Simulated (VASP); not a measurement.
# MgS5 (P6/mmm) in VASP: further runs, part 2 of 2

VASP 6.6.1. The steps go on from the part before.

**3. Relaxation of cell and atoms, PBE**

This run uses another cell than the first one, of 22.83 Å³/atom, 1.102 times its volume.

Input file INCAR:

```
PREC = Accurate
ENCUT = 600
EDIFF = 1E-6
ISMEAR = 0
SIGMA = 0.1
LREAL = F
LASPH = T
NELM = 60
ALGO = Normal
ISIF = 3
LWAVE = F
LCHARG = F
GGA = PE
IBRION = 2
NSW = 90
EDIFFG = -0.04
```

Input file KPOINTS:

```
Automatic mesh
0
Gamma
  3 3 4
```

Input file POSCAR:

```
MgS5
1.0
    5.7810461300      0.0000000000      0.0000000000
   -2.8905230700      5.0065328100      0.0000000000
    0.0000000000      0.0000000000      4.7322559600
Mg S
1 5
Direct
    0.0000000000      0.0000000000      0.0000000000
    0.5000000000      0.0000000000      0.5000000000
    0.5000000000      0.5000000000      0.5000000000
    0.0000000000      0.5000000000      0.5000000000
    0.3333333300      0.6666666700      0.0000000000
    0.6666666700      0.3333333300      0.0000000000
```

Potentials or basis: VASP PAW PBE potentials, release 64 (Mg, S).

The run is started by

```console
> cat potpaw_PBE.64/Mg/POTCAR potpaw_PBE.64/S/POTCAR > POTCAR
> mpirun -np 1 vasp_std > vasp.out
```

OUTCAR:

```text
PREC = Accurate
   ENCUT = 600
   EDIFF = 1E-6
   ISMEAR = 0
   LREAL = F
   LASPH = T
   NELM = 60
   ISIF = 3
   GGA = PE
   IBRION = 2
   NSW = 90
   EDIFFG = -0.04

 ion  position               nearest neighbor table
   1  0.000  0.000  0.000-
   2  0.500  0.000  0.500-
   3  0.500  0.500  0.500-
   4  0.000  0.500  0.500-
   5  0.333  0.667  0.000-
   6  0.667  0.333  0.000-

  LATTYP: Found a hexagonal cell.
 ALAT       =     5.7810461300
 C/A-ratio  =     0.8185812487

  Lattice vectors:

 A1 = (   5.7810461300,   0.0000000000,   0.0000000000)
 A2 = (  -2.8905230700,   5.0065328100,   0.0000000000)
 A3 = (   0.0000000000,   0.0000000000,   4.7322559600)

Analysis of symmetry for initial positions (statically):
=====================================================================
 Subroutine PRICEL returns:
 Original cell was already a primitive cell.

 Routine SETGRP: Setting up the symmetry group for a
 hexagonal supercell.

 Subroutine GETGRP returns: Found 24 space group operations
 (whereof 24 operations were pure point group operations)
 out of a pool of 24 trial point group operations.

The static configuration has the point symmetry D_6h.

[... 133 lines left out ...]
   LEPSILON=     F    determine dielectric tensor
   LRPA    =     F    only Hartree local field effects (RPA)
 conjugate gradient relaxation of ions
 non-spin polarized calculation
 Gauss-broadening in eV      SIGMA  =   0.10
  energy-cutoff  :      600.00
  volume of cell :      136.97
 maximum number of plane-waves:      4614
 NGX is ok and might be reduce to    48
   NGX = 23   NGY = 23   NGZ = 19

--------------------------------------- Ionic step        1  -------------------------------------------

 number of electron      32.0000003 magnetization

 Free energy of the ion-electron system (eV)
  ---------------------------------------------------
  ext. energy  EPLUGINS =         0.00000000
  ---------------------------------------------------
  free energy    TOTEN  =       -16.98563496 eV

  energy without entropy =      -16.96212790  energy(sigma->0) =      -16.97388143

 E-fermi :   3.4572     XC(G=0):  -9.1200

 val. band max:        3.4364666567   @ k =   0.3333   0.3333   0.5000
 cond. band min:       3.5125748110   @ k =   0.3333   0.3333   0.5000
 fundamental gap:      0.0761081543
 Fermi energy:         3.4571597771
[... 318 lines left out ...]
  FREE ENERGIE OF THE ION-ELECTRON SYSTEM (eV)
  ---------------------------------------------------
  free  energy   TOTEN  =       -18.0073776290 eV

  energy  without entropy=      -17.9966418717  energy(sigma->0) =      -18.00200975

[... ionic steps 4 to 11 ...]

--------------------------------------- Ionic step       12  -------------------------------------------

 number of electron      32.0000004 magnetization

 E-fermi :   6.1056     XC(G=0): -10.0321
[... 289 lines left out ...]
--------------------------------------- Ionic step       14  -------------------------------------------

 number of electron      32.0000002 magnetization

 Free energy of the ion-electron system (eV)
  ---------------------------------------------------
  ext. energy  EPLUGINS =         0.00000000
  ---------------------------------------------------
  free energy    TOTEN  =       -18.10991002 eV

  energy without entropy =      -18.09962094  energy(sigma->0) =      -18.10476548

 E-fermi :   5.7372     XC(G=0):  -9.8915

 val. band max:        5.7364072839   @ k =   0.3333  -0.0000   0.5000
 cond. band min:       5.8759004204   @ k =   0.0000   0.0000   0.0000
 fundamental gap:      0.1394931366
 Fermi energy:         5.7372278400
[... 238 lines left out ...]
  FREE ENERGIE OF THE ION-ELECTRON SYSTEM (eV)
  ---------------------------------------------------
  free  energy   TOTEN  =       -18.1099100237 eV

  energy  without entropy=      -18.0996209379  energy(sigma->0) =      -18.10476548

 reached required accuracy - stopping structural energy minimisation
```

CONTCAR:

```text
MgS5
   1.00000000000000
     5.7782161322241539    0.0000000000624406   -0.0000000000000000
    -2.8891080710555537    5.0040819599807831   -0.0000000000000000
     0.0000000000000000   -0.0000000000000000    3.9235512485500026
  Mg              S
     1     5
Direct
     0.0000000000000000    0.0000000000000000    0.0000000000000000
     0.5000000000000000    0.0000000000000000    0.5000000000000000
     0.5000000000000000    0.5000000000000000    0.5000000000000000
     0.0000000000000000    0.5000000000000000    0.5000000000000000
     0.3333333300000021    0.6666666699999979    0.0000000000000000
     0.6666666699999979    0.3333333300000021    0.0000000000000000

  0.00000000E+00  0.00000000E+00  0.00000000E+00
  0.00000000E+00  0.00000000E+00  0.00000000E+00
  0.00000000E+00  0.00000000E+00  0.00000000E+00
  0.00000000E+00  0.00000000E+00  0.00000000E+00
  0.00000000E+00  0.00000000E+00  0.00000000E+00
  0.00000000E+00  0.00000000E+00  0.00000000E+00
```

Wall time 10 min (1 thread of AMD EPYC 7R13, shared host); peak memory 0.29 GiB.

What came out:

```yaml
Free_energy: -18.1099 eV
Relaxed_volume: 18.91 Å³/atom
Relaxed_cell: a = 5.778 Å, b = 5.778 Å, c = 3.924 Å, α = 90.00°, β = 90.00°, γ = 120.00°
Space_group_after_relaxing_to_0.05_Å: P6/mmm (No. 191)
Energy_gained_by_relaxing: 187.4 meV/atom
Ionic_steps: 14
Pressure_after_relaxing: 0.0 GPa
Band_gap_on_the_k_mesh: zero (band 16 reaches 6.25 eV, above the bottom of band 17 at 4.70 eV)
```

The path:
```csv
step,energy change (eV),largest force (eV/Å),pressure (GPa),volume (Å³)
1,0.0000,0.0000,-8.39,136.97
2,-0.9628,0.0000,-2.27,114.54
3,-1.0217,0.0000,0.44,109.47
4,-1.0224,0.0000,0.75,108.96
5,-1.0686,0.0000,0.76,109.30
6,-1.0768,0.0000,0.93,109.47
7,-1.0781,0.0000,1.04,109.54
8,-1.0804,0.0000,1.24,109.66
9,-1.1011,0.0000,1.60,109.84
10,-1.0566,0.0000,3.04,109.93
11,-1.0978,0.0000,2.17,109.92
12,-1.1051,0.0000,1.83,109.89
13,-1.1167,0.0000,-1.01,115.79
14,-1.1243,0.0000,0.03,113.45
```

Final structure:
```
CELL_PARAMETERS angstrom
5.77822 0.00000 0.00000
-2.88911 5.00408 0.00000
0.00000 0.00000 3.92355
ATOMIC_POSITIONS crystal
Mg 0.00000 0.00000 0.00000
S 0.50000 0.00000 0.50000
S 0.50000 0.50000 0.50000
S 0.00000 0.50000 0.50000
S 0.33333 0.66667 0.00000
S 0.66667 0.33333 0.00000
```

Levels at points of the mesh, in eV from the Fermi level:
| k point | band 12 | band 13 | band 14 | band 15 | band 16 | band 17 | band 18 | band 19 | band 20 |
| --- | --- | --- | --- | --- | --- | --- | --- | --- | --- |
| (0.00, 0.00, 0.00) | -2.43 | -2.39 | -2.39 | -1.77 | -1.04 | -1.04 | 0.14 | 1.51 | 1.51 |
| (0.00, 0.00, 0.50) | -2.87 | -1.30 | -0.94 | 0.30 | 0.52 | 0.52 | 1.31 | 1.56 | 3.14 |

Caveat: the k points lie up to 0.42 Å⁻¹ apart in the final cell; the volume moved by over 15 % at a fixed basis, so the end points are rough.
